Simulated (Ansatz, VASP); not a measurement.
## One calculation of AlO, two programs

```
CELL_PARAMETERS angstrom
4.46719 0.00000 0.00000
0.00000 4.46719 0.00000
0.00000 0.00000 4.46719
ATOMIC_POSITIONS crystal
Al 0.50000 0.50000 0.50000
O 0.00000 0.00000 0.00000
```

Alike in both runs: task single point; functional PBE; k mesh 4 × 4 × 4; occupations gaussian, width 0.1 eV; no spin polarisation.

|  | VASP | Ansatz |
| --- | --- | --- |
| version | VASP 6.6.1 | Ansatz 0.2.0 |
| potentials or method | VASP PAW PBE potentials, release 64 (Al, O), cutoff 600 eV | scalar-relativistic, plane waves, PAW |
| valence electrons in the cell | 9 | 9 |

|  | VASP | Ansatz | Ansatz less VASP |
| --- | --- | --- | --- |
| gap on the k mesh at the Fermi level (eV) | none | none | - |
| pressure (GPa) | -4.8 | -4.8 | +0.05 |

A gap of «none» marks a metal or a gap that the smearing closes. The functional is the same, so the differences come from potentials, cutoffs and numerics.
